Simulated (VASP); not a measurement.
# NbTe4Mo (P-6m2) in VASP: notebook

NbTe4Mo is run at these levels: PBE; tasks: single point.

Program: VASP 6.6.1. These are calculated values, not measurements. Logs are shortened: lines on timing, memory, paths and dates and some standing lists are left out, and cuts for length are marked.

## (1) The cell of the first run

The structure is hexagonal, space group P-6m2 (No. 187). Conventional cell: a = 3.631 Å, b = 3.631 Å, c = 14.719 Å, α = 90.00°, β = 90.00°, γ = 120.00°. Within 3.7 Å of Nb (site symmetry -6m2) lie 6 Te at 2.80 Å and 6 Nb at 3.63 Å. Te (site symmetry 3m) has 3 Mo at 2.75 Å and 1 Te at 3.57 Å within 3.6 Å. Te (site symmetry 3m) has 3 Nb at 2.80 Å and 6 Te at 3.63 Å within 3.7 Å. Within 3.6 Å of Mo (site symmetry -6m2) lie 6 Te at 2.75 Å.

## (2) Single point, PBE

INCAR

```
SYSTEM = NbTe4Mo
PREC = Accurate ; ENCUT = 520
EDIFF = 1E-7 ; ISMEAR = 0
SIGMA = 0.1 ; LREAL = .False.
LASPH = .True. ; NELM = 60
ALGO = Normal ; ISIF = 2
LWAVE = .False. ; LCHARG = .False.
GGA = PE ; NBANDS = 34
```

KPOINTS

```
regular mesh
0
Gamma
  6 6 2
  0 0 0
```

POSCAR

```
NbTe4Mo
1.0
    3.6309656510      0.0000000000      0.0000000000
   -1.8154828255      3.1445084940      0.0000000000
    0.0000000000      0.0000000000     14.7190771926
Nb Te Mo
1 4 1
Direct
    0.3333333333      0.6666666667      0.0000000000
    0.3333333333      0.6666666667      0.3788137674
    0.6666666667      0.3333333333      0.8734703090
    0.3333333333      0.6666666667      0.6211862326
    0.6666666667      0.3333333333      0.1265296910
    0.6666666667      0.3333333333      0.5000000000
```

Potentials or basis: VASP PAW PBE potentials, release 64 (Nb_sv, Te, Mo_sv).

Started as:

```console
> cat potpaw_PBE.64/Nb_sv/POTCAR potpaw_PBE.64/Te/POTCAR potpaw_PBE.64/Mo_sv/POTCAR > POTCAR
> mpirun -np 1 vasp_std > vasp.out
```

OUTCAR:

```text
SYSTEM = NbTe4Mo
   PREC = Accurate
   ENCUT = 520
   EDIFF = 1E-7
   ISMEAR = 0
   LREAL = .False.
   LASPH = .True.
   NELM = 60
   ISIF = 2
   GGA = PE

 ion  position               nearest neighbor table
   1  0.333  0.667  0.000-   3 2.80   5 2.80   3 2.80   5 2.80   3 2.80   5 2.80
   2  0.333  0.667  0.379-   6 2.75   6 2.75   6 2.75   4 3.57
   3  0.667  0.333  0.873-   1 2.80   1 2.80   1 2.80
   4  0.333  0.667  0.621-   6 2.75   6 2.75   6 2.75   2 3.57
   5  0.667  0.333  0.127-   1 2.80   1 2.80   1 2.80
   6  0.667  0.333  0.500-   2 2.75   4 2.75   2 2.75   4 2.75   2 2.75   4 2.75

  LATTYP: Found a hexagonal cell.
 ALAT       =     3.6309656510
 C/A-ratio  =     4.0537638214

  Lattice vectors:

 A1 = (   3.6309656510,   0.0000000000,   0.0000000000)
 A2 = (  -1.8154828255,   3.1445084940,   0.0000000000)
 A3 = (   0.0000000000,   0.0000000000,  14.7190771926)

Analysis of symmetry for initial positions (statically):
=====================================================================
 Subroutine PRICEL returns:
 Original cell was already a primitive cell.

 Routine SETGRP: Setting up the symmetry group for a
 hexagonal supercell.

 Subroutine GETGRP returns: Found 12 space group operations
 (whereof 12 operations were pure point group operations)
 out of a pool of 24 trial point group operations.

The static configuration has the point symmetry D_3h.

Analysis of symmetry for dynamics (positions and initial velocities):
=====================================================================
 Subroutine PRICEL returns:
 Original cell was already a primitive cell.

 Routine SETGRP: Setting up the symmetry group for a
 hexagonal supercell.

 Subroutine GETGRP returns: Found 12 space group operations
 (whereof 12 operations were pure point group operations)
 out of a pool of 24 trial point group operations.

The dynamic configuration has the point symmetry D_3h.

 Subroutine INISYM returns: Found 12 space group operations
 (whereof 12 operations are pure point group operations),
 and found     1 'primitive' translations

----------------------------------------------------------------------------------------

                                     Primitive cell

  volume of cell :     168.0566

  direct lattice vectors                    reciprocal lattice vectors
     3.630965651  0.000000000  0.000000000     0.275408830  0.159007362  0.000000000
    -1.815482825  3.144508494  0.000000000     0.000000000  0.318014724  0.000000000
     0.000000000  0.000000000 14.719077193     0.000000000  0.000000000  0.067939042

  length of vectors
     3.630965651  3.630965651 14.719077193     0.318014724  0.318014724  0.067939042

  position of ions in fractional coordinates (direct lattice)
     0.333333333  0.666666667  0.000000000
     0.333333333  0.666666667  0.378813767
     0.666666667  0.333333333  0.873470309
     0.333333333  0.666666667  0.621186233
     0.666666667  0.333333333  0.126529691
     0.666666667  0.333333333  0.500000000

  ion indices of the primitive-cell ions
   primitive index   ion index
                 1           1
                 2           2
                 3           3
                 4           4
                 5           5
                 6           6

----------------------------------------------------------------------------------------

 KPOINTS: regular mesh

Automatic generation of k-mesh.
 Grid dimensions read from file:
 generate k-points for:    6    6    2

 Generating k-lattice:

  Cartesian coordinates                     Fractional coordinates (reciprocal lattice)
     0.045901472  0.026501227  0.000000000     0.166666667  0.000000000  0.000000000
     0.000000000  0.053002454  0.000000000     0.000000000  0.166666667  0.000000000
     0.000000000  0.000000000  0.033969521     0.000000000  0.000000000  0.500000000

  Length of vectors
     0.053002454  0.053002454  0.033969521

  Shift w.r.t. Gamma in fractional coordinates (k-lattice)
     0.000000000  0.000000000  0.000000000

 Subroutine IBZKPT returns following result:
 ===========================================

 Found     14 irreducible k-points:

 Following reciprocal coordinates:
            Coordinates               Weight
  0.000000  0.000000  0.000000      1.000000
  0.166667  0.000000  0.000000      6.000000
  0.333333  0.000000  0.000000      6.000000
  0.500000  0.000000  0.000000      3.000000
  0.166667  0.166667  0.000000      6.000000
  0.333333  0.166667  0.000000     12.000000
  0.333333  0.333333  0.000000      2.000000
  0.000000  0.000000  0.500000      1.000000
  0.166667  0.000000  0.500000      6.000000
  0.333333  0.000000  0.500000      6.000000
  0.500000  0.000000  0.500000      3.000000
  0.166667  0.166667  0.500000      6.000000
  0.333333  0.166667  0.500000     12.000000
  0.333333  0.333333  0.500000      2.000000
   k-points           NKPTS =     14   k-points in BZ     NKDIM =     14   number of bands    NBANDS=     34
   number of dos      NEDOS =    301   number of ions     NIONS =      6
   total plane-waves  NPLWV =  87808
   dimension x,y,z NGX =    28 NGY =   28 NGZ =  112
   dimension x,y,z NGXF=    56 NGYF=   56 NGZF=  224
   ions per type =               1   4   1
   NGX,Y,Z   is equivalent  to a cutoff of  12.82, 12.82, 12.65 a.u.
   NGXF,Y,Z  is equivalent  to a cutoff of  25.64, 25.64, 25.30 a.u.
 SYSTEM =  NbTe4Mo
   PREC   = accura    normal or accurate (medium, high low for compatibility)
   ISTART =      0    job   : 0-new  1-cont  2-samecut
   ICHARG =      2    charge: 1-file 2-atom 10-const
   ISPIN  =      1    spin polarized calculation?
   LNONCOLLINEAR =      F non collinear calculations
   LSORBIT =      F    spin-orbit coupling
   LASPH  =      T    aspherical Exc in radial PAW
   ENCUT  =  520.0 eV  38.22 Ry    6.18 a.u.   6.75  6.75 27.37*2*pi/ulx,y,z
   NELM   =     60;   NELMIN=  2; NELMDL= -5     # of ELM steps
   EDIFF  = 0.1E-06   stopping-criterion for ELM
   LREAL  =      F    real-space projection
   EDIFFG = 0.1E-05   stopping-criterion for IOM
   NSW    =      0    number of steps for IOM
   IBRION =     -1    ionic relax: 0-MD 1-quasi-New 2-CG
   NFREE  =      0    steps in history (QN), initial steepest desc. (CG)
   ISIF   =      2    stress and relaxation
   ISYM   =      2    0-nonsym 1-usesym 2-fastsym
   POTIM  = 0.5000    time-step for ionic-motion
   TEBEG  =    0.0;   TEEND  =   0.0 temperature during run
   PSTRESS=    0.0 pullay stress
   NELECT =      51.0000    total number of electrons
   NUPDOWN=      -1.0000    fix difference up-down
   EMIN   =  10.00;   EMAX   =-10.00  energy-range for DOS
   EFERMI =   0.00;   METHOD = LEGACY
   ISMEAR =     0;   SIGMA  =   0.10  broadening in eV -4-tet -1-fermi 0-gaus
   EFERMI_NEDOS =   21; number of points for ismear=-14 and -15
   IALGO  =     38    algorithm
   IMIX   =      4    mixing-type and parameters
     AMIX     =   0.40;   BMIX     =  1.00
     AMIX_MAG =   1.60;   BMIX_MAG =  1.00
  volume/ion in A,a.u.               =      28.01       189.02
  Fermi-wavevector in a.u.,A,eV,Ry     =   1.100136  2.078956 16.467122  1.210299
  Thomas-Fermi vector in A             =   2.236542
   LORBIT       =      0    0 simple, 1 ext, 2 COOP (PROOUT), +10 PAW based schemes
   GGA     = PE    functional components
   LHFCALC =     F    Hartree Fock is set to
   AEXX    =    0.0000 exact exchange contribution
   IVDW    =     0    specifies the selected vdW correction
   LEPSILON=     F    determine dielectric tensor
   LRPA    =     F    only Hartree local field effects (RPA)
 non-spin polarized calculation
 Gauss-broadening in eV      SIGMA  =   0.10
  energy-cutoff  :      520.00
  volume of cell :      168.06
 maximum number of plane-waves:      4544
 NGX is ok and might be reduce to    28
   NGX = 13   NGY = 13   NGZ = 55

 number of electron      51.0000000 magnetization

 Free energy of the ion-electron system (eV)
  ---------------------------------------------------
  ext. energy  EPLUGINS =         0.00000000
  ---------------------------------------------------
  free energy    TOTEN  =       -35.81899882 eV

  energy without entropy =      -35.79926819  energy(sigma->0) =      -35.80913351

 E-fermi :   6.8355     XC(G=0):  -9.8222

 val. band max:        6.7193833988   @ k =   0.0000   0.0000   0.5000
 cond. band min:       6.8520802722   @ k =   0.1667   0.0000   0.0000
 fundamental gap:      0.1326968734
 Fermi energy:         6.8354799000

 k-point     1 :       0.0000    0.0000    0.0000
  band No.  band energies     occupation
      1     -54.0997      2.00000
      2     -48.1176      2.00000
      3     -28.2090      2.00000
      4     -28.1569      2.00000
      5     -28.1569      2.00000
      6     -24.1782      2.00000
[... 26 lines left out ...]
     33      10.1153      0.00000
     34      10.1153      0.00000

 k-point     2 :       0.1667    0.0000    0.0000
  band No.  band energies     occupation
      1     -54.0981      2.00000
      2     -48.1148      2.00000
      3     -28.2040      2.00000
      4     -28.1798      2.00000
      5     -28.1623      2.00000
      6     -24.1803      2.00000
[... 26 lines left out ...]
     33       9.7374      0.00000
     34      10.2583      0.00000

 k-point     3 :       0.3333    0.0000    0.0000
  band No.  band energies     occupation
      1     -54.0951      2.00000
      2     -48.1092      2.00000
      3     -28.2254      2.00000
      4     -28.1939      2.00000
      5     -28.1730      2.00000
      6     -24.2550      2.00000
[... 26 lines left out ...]
     33      10.1957      0.00000
     34      10.6855      0.00000

 k-point     4 :       0.5000    0.0000    0.0000
  band No.  band energies     occupation
      1     -54.0935      2.00000
      2     -48.1064      2.00000
      3     -28.2480      2.00000
      4     -28.1889      2.00000
      5     -28.1783      2.00000
      6     -24.2919      2.00000
[... 26 lines left out ...]
     33      10.5215      0.00000
     34      10.7433      0.00000

 k-point     5 :       0.1667    0.1667    0.0000
  band No.  band energies     occupation
      1     -54.0958      2.00000
      2     -48.1106      2.00000
      3     -28.2098      2.00000
      4     -28.1964      2.00000
      5     -28.1745      2.00000
      6     -24.2295      2.00000
[... 251 lines left out ...]
 k-point    12 :       0.1667    0.1667    0.5000
  band No.  band energies     occupation
      1     -54.0958      2.00000
      2     -48.1106      2.00000
      3     -28.2098      2.00000
      4     -28.1964      2.00000
      5     -28.1745      2.00000
      6     -24.2295      2.00000
[... 26 lines left out ...]
     33      10.0521      0.00000
     34      10.6130      0.00000

 k-point    13 :       0.3333    0.1667    0.5000
  band No.  band energies     occupation
      1     -54.0935      2.00000
      2     -48.1064      2.00000
      3     -28.2367      2.00000
      4     -28.1897      2.00000
      5     -28.1889      2.00000
      6     -24.2732      2.00000
[... 26 lines left out ...]
     33      10.1276      0.00000
     34      10.6487      0.00000

 k-point    14 :       0.3333    0.3333    0.5000
  band No.  band energies     occupation
      1     -54.0927      2.00000
      2     -48.1050      2.00000
      3     -28.2268      2.00000
      4     -28.2137      2.00000
      5     -28.1864      2.00000
      6     -24.2561      2.00000
[... 26 lines left out ...]
     33      10.2682      0.00000
     34      10.8880      0.00000

------------------------ aborting loop because EDIFF is reached ----------------------------------------

  FORCE on cell =-STRESS in cart. coord.  units (eV):
  Direction    XX          YY          ZZ          XY          YZ          ZX
  --------------------------------------------------------------------------------------
  -------------------------------------------------------------------------------------
  Total       -0.2744944     -0.2744944     -0.0824305      0.0000000      0.0000000     -0.0000000
  in kB       -2.6169085     -2.6169085     -0.7858558      0.0000000      0.0000000     -0.0000000
  external PRESSURE =      -2.0065576 kB  Pullay stress =       0.0000000 kB

 VOLUME and BASIS-vectors are now :
 -----------------------------------------------------------------------------
  energy-cutoff  :      520.00
  volume of cell :      168.06
      direct lattice vectors                 reciprocal lattice vectors
     3.630965651  0.000000000  0.000000000     0.275408830  0.159007362  0.000000000
    -1.815482825  3.144508494  0.000000000     0.000000000  0.318014724  0.000000000
     0.000000000  0.000000000 14.719077193     0.000000000  0.000000000  0.067939042

 POSITION                                       TOTAL-FORCE (eV/Angst)
 -----------------------------------------------------------------------------------
     -0.00000      2.09634      0.00000        -0.000000      0.000000      0.000000
     -0.00000      2.09634      5.57579         0.000000     -0.000000      0.022351
      1.81548      1.04817     12.85668         0.000000     -0.000000      0.005179
     -0.00000      2.09634      9.14329         0.000000      0.000000     -0.022351
      1.81548      1.04817      1.86240         0.000000     -0.000000     -0.005179
      1.81548      1.04817      7.35954         0.000000      0.000000      0.000000
 -----------------------------------------------------------------------------------
    total drift:                                0.000000     -0.000000      0.000000

  FREE ENERGIE OF THE ION-ELECTRON SYSTEM (eV)
  ---------------------------------------------------
  free  energy   TOTEN  =       -35.8189988166 eV

  energy  without entropy=      -35.7992681938  energy(sigma->0) =      -35.80913351
```

It took 61 s on 1 thread of Intel Xeon 6975P-C (Granite Rapids), shared host; peak memory 0.32 GiB.

Results:

```yaml
Free_energy: -35.8190 eV
Pressure: -0.2 GPa
Largest_force: 0.022 eV/Å
```

Forces on the atoms (eV/Å):
```
Nb   0.000  0.000  0.000
Te   0.000  0.000  0.022
Te   0.000  0.000  0.005
Te   0.000  0.000 -0.022
Te   0.000  0.000 -0.005
Mo   0.000  0.000  0.000
```

Stress tensor (GPa, compression positive):
```
-0.26  0.00  0.00
 0.00 -0.26  0.00
 0.00  0.00 -0.08
```

Caveat: spin-orbit coupling is left out, which moves the levels of the heavy elements; this functional lacks dispersion, which binds the layers, so the pressure and a relaxed spacing across them are unreliable.

## (3) Single point, PBE

This run uses another cell than the first one, of 28.74 Å³/atom, 1.026 times its volume.

INCAR

```
PREC = Accurate ; ENCUT = 520
EDIFF = 1E-6 ; ISMEAR = 0
SIGMA = 0.1 ; LREAL = F
LASPH = T ; NELM = 100
ALGO = Normal ; ISIF = 2
LWAVE = F ; LCHARG = T
GGA = PE ; LELF = T
LVHAR = T ; NBANDS = 34
```

KPOINTS

```
Automatic mesh
0
Gamma
  6 6 2
```

POSCAR

```
NbTe4Mo
1.0
    3.6872734600      0.0000000000      0.0000000000
   -1.8436367300      3.1932724900      0.0000000000
    0.0000000000      0.0000000000     14.6451270400
Nb Te Mo
1 4 1
Direct
    0.3333333300      0.6666666700      0.0000000000
    0.3333333300      0.6666666700      0.3709999900
    0.6666666700      0.3333333300      0.8709999900
    0.3333333300      0.6666666700      0.6290000100
    0.6666666700      0.3333333300      0.1290000100
    0.6666666700      0.3333333300      0.5000000000
```

Potentials or basis: VASP PAW PBE potentials, release 64 (Nb_sv, Te, Mo_sv).

Started as:

```console
> cat potpaw_PBE.64/Nb_sv/POTCAR potpaw_PBE.64/Te/POTCAR potpaw_PBE.64/Mo_sv/POTCAR > POTCAR
> mpirun -np 1 vasp_std > vasp.out
```

Run time: 57 s. Hardware: 1 thread of Intel Xeon 6975P-C (Granite Rapids), shared host; peak memory 0.32 GiB.

The run converged. Its results:

| Property | Result |
| --- | --- |
| Free energy | -35.5686 eV |
| Pressure | -5.0 GPa |
| Largest force | 1.385 eV/Å |

Forces on the atoms (eV/Å):
```
Nb   0.000  0.000  0.000
Te   0.000  0.000  1.385
Te   0.000  0.000  0.540
Te   0.000  0.000 -1.385
Te   0.000  0.000 -0.540
Mo   0.000  0.000  0.000
```

Stress tensor (GPa, compression positive):
```
-4.25  0.00  0.00
 0.00 -4.25  0.00
 0.00  0.00 -6.47
```

Levels at points of the mesh, in eV from the Fermi level:
| k point | band 22 | band 23 | band 24 | band 25 | band 26 | band 27 | band 28 | band 29 |
| --- | --- | --- | --- | --- | --- | --- | --- | --- |
| (0.00, 0.00, 0.00) | -0.57 | -0.41 | -0.41 | -0.36 | 0.36 | 2.43 | 2.43 | 2.58 |
| (0.50, 0.00, 0.00) | -1.46 | -0.74 | -0.57 | -0.41 | -0.28 | 1.08 | 1.36 | 1.97 |
| (0.00, 0.00, 0.50) | -0.90 | -0.41 | -0.41 | -0.10 | 0.41 | 2.43 | 2.43 | 2.58 |
| (0.50, 0.00, 0.50) | -1.49 | -0.73 | -0.51 | -0.40 | -0.33 | 1.07 | 1.38 | 1.97 |

Caveat: spin-orbit coupling is left out, which moves the levels of the heavy elements; this functional lacks dispersion, which binds the layers, so the pressure and a relaxed spacing across them are unreliable; forces of over 1 eV/Å act on the atoms, so gaps and moduli don't describe the material at rest.
